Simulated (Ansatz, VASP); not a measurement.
HfS2: VASP beside Ansatz

File POSCAR:

```
HfS2
1.0
    3.6302450468      0.0000000000      0.0000000000
   -1.8151225234      3.1438844325      0.0000000000
    0.0000000000      0.0000000000      5.8787062933
Hf S
1 2
Direct
    0.0000000000      0.0000000000      0.0000000000
    0.6666666667      0.3333333333      0.7553800778
    0.3333333333      0.6666666667      0.2446199222
```

Contents of INCAR.step1:

```
SYSTEM = HfS2
PREC     = Accurate       ! precision mode
ENCUT    = 440            ! plane-wave cutoff, eV
EDIFF    = 1E-5           ! SCF threshold, eV
ISMEAR   = 0              ! smearing method
SIGMA    = 0.01           ! smearing width, eV
LREAL    = .False.        ! projectors in reciprocal space
LASPH    = .True.         ! aspherical terms in the spheres
NELM     = 120            ! most SCF steps
ALGO     = Normal         ! electronic algorithm
ISIF     = 2              ! what is computed and relaxed
LWAVE    = .True.         ! write WAVECAR
LCHARG   = .False.        ! write CHGCAR
NBANDS   = 18             ! bands
GGA      = PE             ! functional
GGA_COMPAT= .False.
```

Contents of INCAR.step2:

```
SYSTEM = HfS2
PREC     = Accurate       ! precision mode
ENCUT    = 440            ! plane-wave cutoff, eV
EDIFF    = 1E-6           ! SCF threshold, eV
ISMEAR   = 0              ! smearing method
SIGMA    = 0.01           ! smearing width, eV
LREAL    = .False.        ! projectors in reciprocal space
LASPH    = .True.         ! aspherical terms in the spheres
NELM     = 120            ! most SCF steps
ALGO     = Normal         ! electronic algorithm
ISIF     = 2              ! what is computed and relaxed
LWAVE    = .False.        ! write WAVECAR
LCHARG   = .False.        ! write CHGCAR
METAGGA  = R2SCAN         ! meta-GGA
LHFCALC  = .True.         ! exact exchange
AEXX     = 0.1            ! exact-exchange fraction
LMIXTAU  = .True.       
PRECFOCK = Normal       
NBANDS   = 18             ! bands
ISTART   = 1            
GGA_COMPAT= .False.
```

File KPOINTS:

```
Automatic mesh
0
Gamma
  6 6 4
  0 0 0
```

Input for Ansatz:

```yaml
crystal:
  lattice:
    - [3.6302450468, 0.0, 0.0]
    - [-1.8151225234, 3.1438844325, 0.0]
    - [0.0, 0.0, 5.8787062933]
  atoms:
    - { symbol: Hf, position: [0.0, 0.0, 0.0] }
    - { symbol: S, position: [0.6666666667, 0.3333333333, 0.7553800778] }
    - { symbol: S, position: [0.3333333333, 0.6666666667, 0.2446199222] }
kpoints:
  mp_grid: { grid: [6, 6, 4] }
  band_path:
    path:
      - [0.0, 0.0, 0.0]
      - [0.5, 0.0, 0.0]
      - [0.3333333333, 0.3333333333, 0.0]
      - [0.0, 0.0, 0.5]
      - [0.5, 0.0, 0.5]
      - [0.3333333333, 0.3333333333, 0.5]
      - [-0.083333, 0.002604, 0.002604]
      - [0.0, 0.5, 0.5]
      - [0.0, 0.25, 0.25]
    npoints: 1
hamiltonian:
  xc: r2scanh
scf:
  occupations: { method: fixed }
  n_extra_bands: 4
output:
  forces: true
  stress: true
  eigenvalues: true
```

Alike in both runs: task single point; functional r2SCANh; k mesh 6 × 6 × 4; no spin polarisation.

```csv
,VASP,Ansatz
version,VASP 6.6.1,Ansatz 0.2.0
potentials or method,"VASP PAW PBE potentials, release 64 (Hf_pv, S)","plane waves, PAW"
plane-wave cutoff (eV),440,500
occupations,"gaussian, width 0.01 eV",fixed
valence electrons in the cell,22,38
```

Ansatz gave:

- gap on the k mesh at the Fermi level (eV): 1.91
- pressure (GPa): 0.9
- traceless stress, the component that is largest in VASP (GPa): -0.19
- rms of the force components (eV/Å): 0.037

Problem. What did VASP give for the same quantities?

Solution. gap on the k mesh at the Fermi level (eV): 1.93; pressure (GPa): -0.2; traceless stress, the component that is largest in VASP (GPa): 0.00; rms of the force components (eV/Å): 0.091.

VASP's potentials were made for PBE, not for r2SCANh. Atom by atom the forces differ by 0.054 eV/Å (rms over components). VASP's potentials hold 22 valence electrons a cell and Ansatz's 38, so a difference there can come from the potentials and not from the codes. Ansatz's warnings: stress exchange threshold loose, stress scf threshold loose.

Spin-orbit coupling is off throughout.
